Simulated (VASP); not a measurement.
# W (Im-3m) in VASP: settings compared

Aim: see how the results for W move with the level of theory and the settings. Levels: LDA, PBE. Tasks: single point.

Program: VASP 6.6.1. These are calculated values, not measurements. Logs are shortened: lines on timing, memory, paths and dates and some standing lists are left out, and cuts for length are marked.

## 1. The cell of the first run

Symmetry: Im-3m, No. 229, cubic system. Conventional cell: a = 3.165 Å, b = 3.165 Å, c = 3.165 Å, α = 90.00°, β = 90.00°, γ = 90.00°. Within 3.6 Å of W (site symmetry m-3m) lie 14 W at 2.74 to 3.16 Å.

## 2. Single point, LDA

Contents of INCAR:

```
SYSTEM = W
PREC     = Accurate       ! precision mode
ENCUT    = 520            ! plane-wave cutoff, eV
EDIFF    = 1E-6           ! SCF threshold, eV
ISMEAR   = 1              ! smearing method
SIGMA    = 0.2            ! smearing width, eV
LREAL    = .FALSE.        ! projectors in reciprocal space
LASPH    = .TRUE.         ! aspherical terms in the spheres
NELM     = 100            ! most SCF steps
ALGO     = Fast           ! electronic algorithm
ISIF     = 2              ! what is computed and relaxed
LWAVE    = .FALSE.        ! write WAVECAR
LCHARG   = .FALSE.        ! write CHGCAR
NBANDS   = 21             ! bands
```

Contents of KPOINTS:

```
Automatic mesh
0
G
  8 8 8
  0 0 0
```

Contents of POSCAR:

```
W
1.0
    3.1646900000      0.0000000000      0.0000000000
    0.0000000000      3.1646900000      0.0000000000
    0.0000000000      0.0000000000      3.1646900000
W
2
Direct
    0.0000000000      0.0000000000      0.0000000000
    0.5000000000      0.5000000000      0.5000000000
```

Potentials or basis: VASP PAW LDA potentials, release 64 (W_sv).

Started as:

```
$ cat potpaw_LDA.64/W_sv/POTCAR > POTCAR
$ mpirun -np 1 vasp_std > vasp.out
```

OUTCAR:

```text
SYSTEM = W
   PREC = Accurate
   ENCUT = 520
   EDIFF = 1E-6
   ISMEAR = 1
   LREAL = .FALSE.
   LASPH = .TRUE.
   NELM = 100
   ISIF = 2

 ion  position               nearest neighbor table
   1  0.000  0.000  0.000-   2 2.74   2 2.74   2 2.74   2 2.74   2 2.74   2 2.74   2 2.74   2 2.74

   2  0.500  0.500  0.500-   1 2.74   1 2.74   1 2.74   1 2.74   1 2.74   1 2.74   1 2.74   1 2.74

  LATTYP: Found a simple cubic cell.
 ALAT       =     3.1646900000

  Lattice vectors:

 A1 = (   3.1646900000,   0.0000000000,   0.0000000000)
 A2 = (   0.0000000000,   3.1646900000,   0.0000000000)
 A3 = (   0.0000000000,   0.0000000000,   3.1646900000)

Analysis of symmetry for initial positions (statically):
=====================================================================
 Subroutine PRICEL returns following result:

  LATTYP: Found a body centered cubic cell.
 ALAT       =     3.1646900000

  Lattice vectors:

 A1 = (   1.5823450000,   1.5823450000,  -1.5823450000)
 A2 = (  -1.5823450000,   1.5823450000,   1.5823450000)
 A3 = (   1.5823450000,  -1.5823450000,   1.5823450000)

   2 primitive cells build up your supercell.

 Routine SETGRP: Setting up the symmetry group for a
 simple cubic supercell.

 Subroutine GETGRP returns: Found 48 space group operations
 (whereof 48 operations were pure point group operations)
 out of a pool of 48 trial point group operations.

The static configuration has the point symmetry O_h .

Analysis of symmetry for dynamics (positions and initial velocities):
=====================================================================
 Subroutine PRICEL returns following result:

  LATTYP: Found a body centered cubic cell.
 ALAT       =     3.1646900000

  Lattice vectors:

 A1 = (   1.5823450000,   1.5823450000,  -1.5823450000)
 A2 = (  -1.5823450000,   1.5823450000,   1.5823450000)
 A3 = (   1.5823450000,  -1.5823450000,   1.5823450000)

   2 primitive cells build up your supercell.

 Routine SETGRP: Setting up the symmetry group for a
 simple cubic supercell.

 Subroutine GETGRP returns: Found 48 space group operations
 (whereof 48 operations were pure point group operations)
 out of a pool of 48 trial point group operations.

The dynamic configuration has the point symmetry O_h .

 Subroutine INISYM returns: Found 48 space group operations
 (whereof 48 operations are pure point group operations),
 and found     2 'primitive' translations

----------------------------------------------------------------------------------------

                                     Primitive cell

  volume of cell :      15.8476

  direct lattice vectors                    reciprocal lattice vectors
     1.582345000  1.582345000 -1.582345000     0.315986716  0.315986716  0.000000000
    -1.582345000  1.582345000  1.582345000    -0.000000000  0.315986716  0.315986716
     1.582345000 -1.582345000  1.582345000     0.315986716  0.000000000  0.315986716

  length of vectors
     2.740701935  2.740701935  2.740701935     0.446872699  0.446872699  0.446872699

  position of ions in fractional coordinates (direct lattice)
     0.000000000  0.000000000  0.000000000

  ion indices of the primitive-cell ions
   primitive index   ion index
                 1           1

----------------------------------------------------------------------------------------

 KPOINTS: Automatic mesh

Automatic generation of k-mesh.
 Grid dimensions read from file:
 generate k-points for:    8    8    8

 Generating k-lattice:

  Cartesian coordinates                     Fractional coordinates (reciprocal lattice)
     0.039498339  0.000000000  0.000000000     0.125000000  0.000000000  0.000000000
     0.000000000  0.039498339  0.000000000     0.000000000  0.125000000  0.000000000
     0.000000000  0.000000000  0.039498339     0.000000000  0.000000000  0.125000000

  Length of vectors
     0.039498339  0.039498339  0.039498339

  Shift w.r.t. Gamma in fractional coordinates (k-lattice)
     0.000000000  0.000000000  0.000000000

 Subroutine IBZKPT returns following result:
 ===========================================

 Found     35 irreducible k-points:

 Following reciprocal coordinates:
            Coordinates               Weight
  0.000000  0.000000  0.000000      1.000000
  0.125000  0.000000  0.000000      6.000000
  0.250000  0.000000  0.000000      6.000000
  0.375000  0.000000  0.000000      6.000000
  0.500000  0.000000  0.000000      3.000000
  0.125000  0.125000  0.000000     12.000000
[... 16 lines left out ...]
  0.375000  0.375000  0.125000     24.000000
  0.500000  0.375000  0.125000     24.000000
 [... further k-points ...]
   k-points           NKPTS =     35   k-points in BZ     NKDIM =     35   number of bands    NBANDS=     21
   number of dos      NEDOS =    301   number of ions     NIONS =      2
   total plane-waves  NPLWV =  13824
   dimension x,y,z NGX =    24 NGY =   24 NGZ =   24
   dimension x,y,z NGXF=    48 NGYF=   48 NGZF=   48
   ions per type =               2
   NGX,Y,Z   is equivalent  to a cutoff of  12.61, 12.61, 12.61 a.u.
   NGXF,Y,Z  is equivalent  to a cutoff of  25.22, 25.22, 25.22 a.u.
 SYSTEM =  W
   PREC   = accura    normal or accurate (medium, high low for compatibility)
   ISTART =      0    job   : 0-new  1-cont  2-samecut
   ICHARG =      2    charge: 1-file 2-atom 10-const
   ISPIN  =      1    spin polarized calculation?
   LNONCOLLINEAR =      F non collinear calculations
   LSORBIT =      F    spin-orbit coupling
   LASPH  =      T    aspherical Exc in radial PAW
   ENCUT  =  520.0 eV  38.22 Ry    6.18 a.u.   5.88  5.88  5.88*2*pi/ulx,y,z
   NELM   =    100;   NELMIN=  2; NELMDL= -5     # of ELM steps
   EDIFF  = 0.1E-05   stopping-criterion for ELM
   LREAL  =      F    real-space projection
   EDIFFG = 0.1E-04   stopping-criterion for IOM
   NSW    =      0    number of steps for IOM
   IBRION =     -1    ionic relax: 0-MD 1-quasi-New 2-CG
   NFREE  =      0    steps in history (QN), initial steepest desc. (CG)
   ISIF   =      2    stress and relaxation
   ISYM   =      2    0-nonsym 1-usesym 2-fastsym
   POTIM  = 0.5000    time-step for ionic-motion
   TEBEG  =    0.0;   TEEND  =   0.0 temperature during run
   PSTRESS=    0.0 pullay stress
   NELECT =      28.0000    total number of electrons
   NUPDOWN=      -1.0000    fix difference up-down
   EMIN   =  10.00;   EMAX   =-10.00  energy-range for DOS
   EFERMI =   0.00;   METHOD = LEGACY
   ISMEAR =     1;   SIGMA  =   0.20  broadening in eV -4-tet -1-fermi 0-gaus
   EFERMI_NEDOS =   21; number of points for ismear=-14 and -15
   IALGO  =     68    algorithm
   IMIX   =      4    mixing-type and parameters
     AMIX     =   0.40;   BMIX     =  1.00
     AMIX_MAG =   1.60;   BMIX_MAG =  1.00
  volume/ion in A,a.u.               =      15.85       106.94
  Fermi-wavevector in a.u.,A,eV,Ry     =   1.570832  2.968442 33.572544  2.467512
  Thomas-Fermi vector in A             =   2.672506
   LORBIT       =      0    0 simple, 1 ext, 2 COOP (PROOUT), +10 PAW based schemes
   GGA     = CA    functional components
   LHFCALC =     F    Hartree Fock is set to
   AEXX    =    0.0000 exact exchange contribution
   IVDW    =     0    specifies the selected vdW correction
   LEPSILON=     F    determine dielectric tensor
   LRPA    =     F    only Hartree local field effects (RPA)
 non-spin polarized calculation
 RMM-DIIS sequential band-by-band and
 Methfessel and Paxton  Order N= 1 SIGMA  =   0.20
  energy-cutoff  :      520.00
  volume of cell :       31.70
 maximum number of plane-waves:       876
 NGX is ok and might be reduce to    24

 number of electron      27.9999999 magnetization

 Free energy of the ion-electron system (eV)
  ---------------------------------------------------
  ext. energy  EPLUGINS =         0.00000000
  ---------------------------------------------------
  free energy    TOTEN  =       -28.19281108 eV

  energy without entropy =      -28.19064648  energy(sigma->0) =      -28.19208955

 E-fermi :  11.4052     XC(G=0): -13.8313

 val. band max:       11.3585083675   @ k =   0.1250   0.1250   0.1250
 cond. band min:      11.4315704137   @ k =   0.2500   0.2500   0.0000
 fundamental gap:      0.0730620462
 Fermi energy:        11.4051961767

 k-point     1 :       0.0000    0.0000    0.0000
  band No.  band energies     occupation
      1     -62.4292      2.00000
      2     -62.1877      2.00000
      3     -27.1543      2.00000
      4     -27.1543      2.00000
      5     -27.1543      2.00000
      6     -26.2364      2.00000
[... 13 lines left out ...]
     20      19.6740      0.00000
     21      19.6740      0.00000

 k-point     2 :       0.1250    0.0000    0.0000
  band No.  band energies     occupation
      1     -62.4188      2.00000
      2     -62.1957      2.00000
      3     -27.1546      2.00000
      4     -27.1186      2.00000
      5     -27.1186      2.00000
      6     -26.3099      2.00000
[... 13 lines left out ...]
     20      18.4951      0.00000
     21      21.4403      0.00000

 k-point     3 :       0.2500    0.0000    0.0000
  band No.  band energies     occupation
      1     -62.3896      2.00000
      2     -62.2188      2.00000
      3     -27.1407      2.00000
      4     -27.0169      2.00000
      5     -27.0169      2.00000
      6     -26.5002      2.00000
[... 13 lines left out ...]
     20      16.4338      0.00000
     21      24.5113      0.00000
[... 457 lines left out ...]
 k-point    23 :       0.3750    0.3750    0.1250
  band No.  band energies     occupation
      1     -62.3083      2.00000
      2     -62.2756      2.00000
      3     -27.4445      2.00000
      4     -27.3504      2.00000
      5     -26.8099      2.00000
      6     -26.6208      2.00000
[... 13 lines left out ...]
     20      18.8165      0.00000
     21      21.4172      0.00000

 k-point    24 :       0.5000    0.3750    0.1250
  band No.  band energies     occupation
      1     -62.2906      2.00000
      2     -62.2906      2.00000
      3     -27.4477      2.00000
      4     -27.4477      2.00000
      5     -26.7083      2.00000
      6     -26.7083      2.00000
[... 13 lines left out ...]
     20      17.8355      0.00000
     21      22.2407      0.00000

 [... further k-points ...]

------------------------ aborting loop because EDIFF is reached ----------------------------------------

  FORCE on cell =-STRESS in cart. coord.  units (eV):
  Direction    XX          YY          ZZ          XY          YZ          ZX
  --------------------------------------------------------------------------------------
  -------------------------------------------------------------------------------------
  Total       -1.3989565     -1.3989565     -1.3989565     -0.0000000     -0.0000000     -0.0000000
  in kB      -70.7165819    -70.7165819    -70.7165819     -0.0000000     -0.0000000     -0.0000000
  external PRESSURE =     -70.7165819 kB  Pullay stress =       0.0000000 kB

 VOLUME and BASIS-vectors are now :
 -----------------------------------------------------------------------------
  energy-cutoff  :      520.00
  volume of cell :       31.70
      direct lattice vectors                 reciprocal lattice vectors
     3.164690000  0.000000000  0.000000000     0.315986716  0.000000000  0.000000000
     0.000000000  3.164690000  0.000000000     0.000000000  0.315986716  0.000000000
     0.000000000  0.000000000  3.164690000     0.000000000  0.000000000  0.315986716

 POSITION                                       TOTAL-FORCE (eV/Angst)
 -----------------------------------------------------------------------------------
      0.00000      0.00000      0.00000        -0.000000     -0.000000     -0.000000
      1.58234      1.58234      1.58234         0.000000      0.000000      0.000000
 -----------------------------------------------------------------------------------
    total drift:                                0.000000      0.000000     -0.000000

  FREE ENERGIE OF THE ION-ELECTRON SYSTEM (eV)
  ---------------------------------------------------
  free  energy   TOTEN  =       -28.1928110846 eV

  energy  without entropy=      -28.1906464793  energy(sigma->0) =      -28.19208955
```

Run time: 7.1 s. Hardware: 1 thread of Intel Xeon 6975P-C (Granite Rapids), shared host; peak memory 0.13 GiB.

Results:

```yaml
Free_energy: -28.1928 eV
Pressure: -7.1 GPa
Band_gap_on_the_k_mesh: zero (band 14 reaches 12.16 eV, above the bottom of band 15 at 10.78 eV)
```

Caveat: spin-orbit coupling is left out, which moves the levels of the heavy elements.

## 3. Single point, PBE

This run uses another cell than the first one: it holds 1 atom, not 2.

Contents of INCAR:

```
ALGO = Fast
EDIFF = 1E-7
ENCUT = 520
GGA = PE
ISIF = 2
ISMEAR = -5
LASPH = True
LCHARG = True
LELF = True
LREAL = False
LVHAR = True
LWAVE = False
NBANDS = 13
NELM = 100
PREC = Accurate
SIGMA = 0.1
```

Contents of KPOINTS:

```
k-points
0
Gamma
  12 12 12
```

Contents of POSCAR:

```
W
1.0
   -1.5823450000      1.5823450000      1.5823450000
    1.5823450000     -1.5823450000      1.5823450000
    1.5823450000      1.5823450000     -1.5823450000
W
1
Direct
    0.0000000000      0.0000000000      0.0000000000
```

Potentials or basis: VASP PAW PBE potentials, release 64 (W_sv).

Started as:

```
$ cat potpaw_PBE.64/W_sv/POTCAR > POTCAR
$ mpirun -np 1 vasp_std > vasp.out
```

Wall time 20 s (1 thread of Intel Xeon Platinum 8375C at 2.90GHz (Ice Lake), shared host); peak memory 0.13 GiB.

The run converged. Its results:

```yaml
Free_energy: -12.9488 eV
Pressure: 6.7 GPa
Band_gap_on_the_k_mesh: zero (band 7 reaches 16.60 eV, above the bottom of band 8 at 10.21 eV)
```

Levels at points of the mesh, in eV from the Fermi level:
```
           k point  band 4  band 5  band 6  band 7  band 8  band 9  band 10  band 11
(0.00, 0.00, 0.00)  -37.78   -9.66   -1.26   -1.26   -1.26    2.24     2.24    14.50
(0.50, 0.00, 0.00)  -37.79   -6.30   -3.60    0.66    2.13    3.11     6.12    11.06
(0.50, 0.50, 0.50)  -38.68   -5.86   -5.86    5.14    5.14    5.14     8.23     8.23
```

Caveat: spin-orbit coupling is left out, which moves the levels of the heavy elements; tetrahedron occupations give inexact forces and stress in metals.
